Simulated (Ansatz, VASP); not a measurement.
**One calculation of Ta2AlN2, two programs**

```xyz
5
Lattice="4.7236 0.0000 0.0000 -2.3618 4.0908 0.0000 0.0000 0.0000 3.9920" Properties=species:S:1:pos:R:3 pbc="T T T"
Ta    0.0000    2.7272    1.9960
Ta    2.3618    1.3636    1.9960
Al    0.0000    0.0000    0.0000
N     0.0000    2.7272    0.0000
N     2.3618    1.3636    0.0000
```

Alike in both runs: functional PBE; k mesh 6 × 6 × 4; occupations gaussian, width 0.1 eV; no spin polarisation.

Ansatz relaxed the structure, and its values are those at the end. VASP's run is a single point on that final structure, the one shown.

|  | VASP | Ansatz |
| --- | --- | --- |
| version | VASP 6.6.1 | Ansatz 0.2.0 |
| potentials or method | VASP PAW PBE potentials, release 64 (Ta_sv_GW, Al, N), cutoff 700 eV | scalar-relativistic, plane waves, PAW |
| valence electrons in the cell | 39 | 39 |

```tsv
	VASP	Ansatz	Ansatz less VASP
gap on the k mesh at the Fermi level (eV)	none	none	-
pressure (GPa)	0.0	0.1	+0.12
```

A gap of «none» marks a metal or a gap that the smearing closes.

The k mesh is coarse, so the values compare programs but aren't converged. Neither program's run includes spin-orbit coupling.
